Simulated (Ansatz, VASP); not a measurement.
# One calculation of Ir, two programs

```
CELL_PARAMETERS angstrom
2.77578 0.00000 0.00000
-1.38789 2.40390 0.00000
0.00000 0.00000 4.49574
ATOMIC_POSITIONS crystal
Ir 0.33333 0.66667 0.25000
Ir 0.66667 0.33333 0.75000
```

Change from the starting cell: volume scaled by 1.03, PAW files.

Alike in both runs: task electric field gradients; functional PBE; k mesh 15 × 15 × 8; occupations fermi-dirac, width 0.03 eV; no spin polarisation.

|  | VASP | Ansatz |
| --- | --- | --- |
| version | VASP 6.6.1 | Ansatz 0.2.0 |
| potentials or method | VASP PAW PBE potentials, release 64 (Ir) | PAW with Ansatz's default frozen-core files, scalar-relativistic |
| plane-wave cutoff (eV) | 520 | 420 |
| valence electrons in the cell | 18 | 34 |

```csv
,VASP,Ansatz,Ansatz less VASP
pressure (GPa),-9.0,-9.4,-0.41
"traceless stress, the component that is largest in VASP (GPa)",-0.03,-0.08,-0.052
size of Vzz on the site where it differs most (V/Å²),3.2,11.2,+7.99
```

The functional is the same, so the differences come from potentials, cutoffs and numerics. VASP's potentials hold 18 valence electrons a cell and Ansatz's 34, so a difference there can come from the potentials and not from the codes.

Neither program's run includes spin-orbit coupling.
